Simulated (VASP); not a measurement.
# MgS (l.bB) (F-43m) in VASP: single point with LDA

Aim: the single point of MgS (l.bB) with LDA.

Program: VASP 6.6.1. These are calculated values, not measurements. Logs are shortened: lines on timing, memory, paths and dates and some standing lists are left out, and cuts for length are marked.

**1. The cell of the first run**

It takes space group F-43m (No. 216, cubic). Conventional cell: a = 5.594 Å, b = 5.594 Å, c = 5.594 Å, α = 90.00°, β = 90.00°, γ = 90.00°. Within 3.2 Å of Mg (site symmetry -43m) lie 4 S at 2.42 Å. Within 3.2 Å of S (site symmetry -43m) lie 4 Mg at 2.42 Å.

**2. Single point, LDA**

INCAR reads:

```
ALGO = Normal ; EDIFF = 1E-6
ENCUT = 600 ; GGA_COMPAT = F
ISIF = 2 ; ISMEAR = 0
LASPH = T ; LCHARG = T
LELF = T ; LREAL = F
LVHAR = T ; LWAVE = F
NBANDS = 11 ; NELM = 120
PREC = Accurate ; SIGMA = 0.02
```

KPOINTS reads:

```
k-points
0
Gamma
  8 8 8
```

POSCAR reads:

```
MgS
1.0
    0.0000000000      2.7969475118      2.7969475118
    2.7969475118      0.0000000000      2.7969475118
    2.7969475118      2.7969475118      0.0000000000
Mg S
1 1
Direct
    0.0000000000      0.0000000000      0.0000000000
    0.2500000000      0.2500000000      0.2500000000
```

Potentials or basis: VASP PAW LDA potentials, release 64 (Mg, S).

Command:

```console
$ cat potpaw_LDA.64/Mg/POTCAR potpaw_LDA.64/S/POTCAR > POTCAR
$ mpirun -np 1 vasp_std > vasp.out
```

OUTCAR:

```text
EDIFF = 1E-6
   ENCUT = 600
   ISIF = 2
   ISMEAR = 0
   LASPH = T
   LREAL = F
   NELM = 120
   PREC = Accurate

 ion  position               nearest neighbor table
   1  0.000  0.000  0.000-   2 2.42   2 2.42   2 2.42   2 2.42
   2  0.250  0.250  0.250-   1 2.42   1 2.42   1 2.42   1 2.42

  LATTYP: Found a face centered cubic cell.
 ALAT       =     5.5938950236

  Lattice vectors:

 A1 = (   0.0000000000,   2.7969475118,   2.7969475118)
 A2 = (   2.7969475118,   0.0000000000,   2.7969475118)
 A3 = (   2.7969475118,   2.7969475118,   0.0000000000)

Analysis of symmetry for initial positions (statically):
=====================================================================
 Subroutine PRICEL returns:
 Original cell was already a primitive cell.

 Routine SETGRP: Setting up the symmetry group for a
 face centered cubic supercell.

 Subroutine GETGRP returns: Found 24 space group operations
 (whereof 24 operations were pure point group operations)
 out of a pool of 48 trial point group operations.

The static configuration has the point symmetry T_d .

Analysis of symmetry for dynamics (positions and initial velocities):
=====================================================================
 Subroutine PRICEL returns:
 Original cell was already a primitive cell.

 Routine SETGRP: Setting up the symmetry group for a
 face centered cubic supercell.

 Subroutine GETGRP returns: Found 24 space group operations
 (whereof 24 operations were pure point group operations)
 out of a pool of 48 trial point group operations.

The dynamic configuration has the point symmetry T_d .

 Subroutine INISYM returns: Found 24 space group operations
 (whereof 24 operations are pure point group operations),
 and found     1 'primitive' translations

----------------------------------------------------------------------------------------

                                     Primitive cell

  volume of cell :      43.7606

  direct lattice vectors                    reciprocal lattice vectors
     0.000000000  2.796947512  2.796947512    -0.178766315  0.178766315  0.178766315
     2.796947512  0.000000000  2.796947512     0.178766315 -0.178766315  0.178766315
     2.796947512  2.796947512  0.000000000     0.178766315  0.178766315 -0.178766315

  length of vectors
     3.955481104  3.955481104  3.955481104     0.309632340  0.309632340  0.309632340

  position of ions in fractional coordinates (direct lattice)
     0.000000000  0.000000000  0.000000000
     0.250000000  0.250000000  0.250000000

  ion indices of the primitive-cell ions
   primitive index   ion index
                 1           1
                 2           2

----------------------------------------------------------------------------------------

 KPOINTS: k-points

Automatic generation of k-mesh.
 Grid dimensions read from file:
 generate k-points for:    8    8    8

 Generating k-lattice:

  Cartesian coordinates                     Fractional coordinates (reciprocal lattice)
    -0.022345789  0.022345789  0.022345789     0.125000000  0.000000000  0.000000000
     0.022345789 -0.022345789  0.022345789     0.000000000  0.125000000  0.000000000
     0.022345789  0.022345789 -0.022345789     0.000000000  0.000000000  0.125000000

  Length of vectors
     0.038704043  0.038704043  0.038704043

  Shift w.r.t. Gamma in fractional coordinates (k-lattice)
     0.000000000  0.000000000  0.000000000

 Subroutine IBZKPT returns following result:
 ===========================================

 Found     29 irreducible k-points:

 Following reciprocal coordinates:
            Coordinates               Weight
  0.000000  0.000000  0.000000      1.000000
  0.125000  0.000000  0.000000      8.000000
  0.250000  0.000000  0.000000      8.000000
  0.375000  0.000000  0.000000      8.000000
  0.500000  0.000000  0.000000      4.000000
  0.125000  0.125000  0.000000      6.000000
[... 16 lines left out ...]
  0.500000  0.250000  0.125000     48.000000
 -0.375000  0.250000  0.125000     24.000000
 [... further k-points ...]
   k-points           NKPTS =     29   k-points in BZ     NKDIM =     29   number of bands    NBANDS=     11
   number of dos      NEDOS =    301   number of ions     NIONS =      2
   total plane-waves  NPLWV =  32768
   dimension x,y,z NGX =    32 NGY =   32 NGZ =   32
   dimension x,y,z NGXF=    64 NGYF=   64 NGZF=   64
   ions per type =               1   1
   NGX,Y,Z   is equivalent  to a cutoff of  13.45, 13.45, 13.45 a.u.
   NGXF,Y,Z  is equivalent  to a cutoff of  26.90, 26.90, 26.90 a.u.
 SYSTEM =  unknown system
   PREC   = accura    normal or accurate (medium, high low for compatibility)
   ISTART =      0    job   : 0-new  1-cont  2-samecut
   ICHARG =      2    charge: 1-file 2-atom 10-const
   ISPIN  =      1    spin polarized calculation?
   LNONCOLLINEAR =      F non collinear calculations
   LSORBIT =      F    spin-orbit coupling
   LASPH  =      T    aspherical Exc in radial PAW
   ENCUT  =  600.0 eV  44.10 Ry    6.64 a.u.   7.90  7.90  7.90*2*pi/ulx,y,z
   NELM   =    120;   NELMIN=  2; NELMDL= -5     # of ELM steps
   EDIFF  = 0.1E-05   stopping-criterion for ELM
   LREAL  =      F    real-space projection
   EDIFFG = 0.1E-04   stopping-criterion for IOM
   NSW    =      0    number of steps for IOM
   IBRION =     -1    ionic relax: 0-MD 1-quasi-New 2-CG
   NFREE  =      0    steps in history (QN), initial steepest desc. (CG)
   ISIF   =      2    stress and relaxation
   ISYM   =      2    0-nonsym 1-usesym 2-fastsym
   POTIM  = 0.5000    time-step for ionic-motion
   TEBEG  =    0.0;   TEEND  =   0.0 temperature during run
   PSTRESS=    0.0 pullay stress
   NELECT =       8.0000    total number of electrons
   NUPDOWN=      -1.0000    fix difference up-down
   EMIN   =  10.00;   EMAX   =-10.00  energy-range for DOS
   EFERMI =   0.00;   METHOD = LEGACY
   ISMEAR =     0;   SIGMA  =   0.02  broadening in eV -4-tet -1-fermi 0-gaus
   EFERMI_NEDOS =   21; number of points for ismear=-14 and -15
   IALGO  =     38    algorithm
   IMIX   =      4    mixing-type and parameters
     AMIX     =   0.40;   BMIX     =  1.00
     AMIX_MAG =   1.60;   BMIX_MAG =  1.00
  volume/ion in A,a.u.               =      21.88       147.66
  Fermi-wavevector in a.u.,A,eV,Ry     =   0.929131  1.755804 11.745710  0.863285
  Thomas-Fermi vector in A             =   2.055382
   LORBIT       =      0    0 simple, 1 ext, 2 COOP (PROOUT), +10 PAW based schemes
   GGA     = CA    functional components
   LHFCALC =     F    Hartree Fock is set to
   AEXX    =    0.0000 exact exchange contribution
   IVDW    =     0    specifies the selected vdW correction
   LEPSILON=     F    determine dielectric tensor
   LRPA    =     F    only Hartree local field effects (RPA)
 non-spin polarized calculation
 Gauss-broadening in eV      SIGMA  =   0.02
  energy-cutoff  :      600.00
  volume of cell :       43.76
 maximum number of plane-waves:      1476
   NGX = 15   NGY = 15   NGZ = 15

 number of electron       7.9999999 magnetization

 Free energy of the ion-electron system (eV)
  ---------------------------------------------------
  ext. energy  EPLUGINS =         0.00000000
  ---------------------------------------------------
  free energy    TOTEN  =        -9.39389560 eV

  energy without entropy =       -9.39389560  energy(sigma->0) =       -9.39389560

 E-fermi :   1.2783     XC(G=0):  -8.8998

 val. band max:        1.1266778703   @ k =   0.0000   0.0000   0.0000
 cond. band min:       4.5034705228   @ k =   0.0000   0.0000   0.0000
 fundamental gap:      3.3767926525
 Fermi energy:         1.2783240486

 k-point     1 :       0.0000    0.0000    0.0000
  band No.  band energies     occupation
      1     -10.2347      2.00000
      2       1.1267      2.00000
      3       1.1267      2.00000
      4       1.1267      2.00000
      5       4.5035      0.00000
      6       8.9860      0.00000
      7       8.9860      0.00000
      8       8.9860      0.00000
      9      11.9429      0.00000
     10      11.9429      0.00000
     11      14.7803      0.00000

 k-point     2 :       0.1250    0.0000    0.0000
  band No.  band energies     occupation
      1     -10.1387      2.00000
      2       0.3946      2.00000
      3       1.0700      2.00000
      4       1.0700      2.00000
      5       5.1927      0.00000
      6       8.7995      0.00000
      7       9.1699      0.00000
      8       9.1699      0.00000
      9      11.4505      0.00000
     10      11.4505      0.00000
     11      14.1340      0.00000

 k-point     3 :       0.2500    0.0000    0.0000
  band No.  band energies     occupation
      1      -9.8887      2.00000
      2      -0.8497      2.00000
      3       0.9426      2.00000
      4       0.9426      2.00000
      5       6.0333      0.00000
      6       8.8694      0.00000
      7       9.1960      0.00000
      8       9.1960      0.00000
      9      11.5049      0.00000
     10      11.5049      0.00000
     11      13.2700      0.00000

 k-point     4 :       0.3750    0.0000    0.0000
  band No.  band energies     occupation
      1      -9.6058      2.00000
      2      -1.8350      2.00000
      3       0.8265      2.00000
      4       0.8265      2.00000
      5       6.1691      0.00000
      6       8.8162      0.00000
      7       8.8162      0.00000
      8       9.4488      0.00000
      9      12.8537      0.00000
     10      12.8537      0.00000
     11      13.3105      0.00000
[... 239 lines left out ...]
 k-point    22 :       0.3750    0.2500    0.1250
  band No.  band energies     occupation
      1      -9.6943      2.00000
      2      -1.0632      2.00000
      3       0.2185      2.00000
      4       0.7239      2.00000
      5       6.7513      0.00000
      6       8.0044      0.00000
      7       8.5890      0.00000
      8      10.2901      0.00000
      9      10.8071      0.00000
     10      13.5425      0.00000
     11      15.5583      0.00000

 k-point    23 :       0.5000    0.2500    0.1250
  band No.  band energies     occupation
      1      -9.4585      2.00000
      2      -1.6010      2.00000
      3      -0.1544      2.00000
      4       0.5345      2.00000
      5       6.9750      0.00000
      6       7.8151      0.00000
      7       8.9690      0.00000
      8      10.1229      0.00000
      9      11.9777      0.00000
     10      14.6511      0.00000
     11      15.2662      0.00000

 k-point    24 :      -0.3750    0.2500    0.1250
  band No.  band energies     occupation
      1      -9.3529      2.00000
      2      -1.8355      2.00000
      3      -0.2643      2.00000
      4       0.4328      2.00000
      5       7.0338      0.00000
      6       7.5268      0.00000
      7       9.8699      0.00000
      8       9.9053      0.00000
      9      12.5178      0.00000
     10      13.9613      0.00000
     11      15.4395      0.00000

 [... further k-points ...]
[... 5 lines left out ...]
  --------------------------------------------------------------------------------------
  -------------------------------------------------------------------------------------
  Total       -0.0888670     -0.0888670     -0.0888670      0.0000000     -0.0000000     -0.0000000
  in kB       -3.2536298     -3.2536298     -3.2536298      0.0000000     -0.0000000     -0.0000000
  external PRESSURE =      -3.2536298 kB  Pullay stress =       0.0000000 kB

 VOLUME and BASIS-vectors are now :
 -----------------------------------------------------------------------------
  energy-cutoff  :      600.00
  volume of cell :       43.76
      direct lattice vectors                 reciprocal lattice vectors
     0.000000000  2.796947512  2.796947512    -0.178766315  0.178766315  0.178766315
     2.796947512  0.000000000  2.796947512     0.178766315 -0.178766315  0.178766315
     2.796947512  2.796947512  0.000000000     0.178766315  0.178766315 -0.178766315

 POSITION                                       TOTAL-FORCE (eV/Angst)
 -----------------------------------------------------------------------------------
      0.00000      0.00000      0.00000        -0.000000     -0.000000     -0.000000
      1.39847      1.39847      1.39847         0.000000      0.000000      0.000000
 -----------------------------------------------------------------------------------
    total drift:                                0.000000      0.000000      0.000000

  FREE ENERGIE OF THE ION-ELECTRON SYSTEM (eV)
  ---------------------------------------------------
  free  energy   TOTEN  =        -9.3938956048 eV

  energy  without entropy=       -9.3938956048  energy(sigma->0) =       -9.39389560
```

Run time: 16 s. Hardware: 1 thread of AMD EPYC 7R43 (Zen 3), shared host; peak memory 0.12 GiB.

What came out:

```yaml
Free_energy: -9.3939 eV
Pressure: -0.3 GPa
Band_gap_on_the_k_mesh: 3.38 eV, direct
```

Levels at points of the mesh, in eV from the valence-band top:
```tsv
k point	band 1	band 2	band 3	band 4	band 5	band 6	band 7	band 8	band 9
(0.00, 0.00, 0.00)	-11.36	0.00	0.00	0.00	3.38	7.86	7.86	7.86	10.82
(0.50, 0.00, 0.00)	-10.60	-3.34	-0.35	-0.35	5.00	7.51	7.51	8.54	12.84
(0.50, 0.50, 0.00)	-10.36	-2.99	-1.10	-1.10	3.63	5.48	11.24	12.30	12.30
```

A k mesh can miss the band edges.
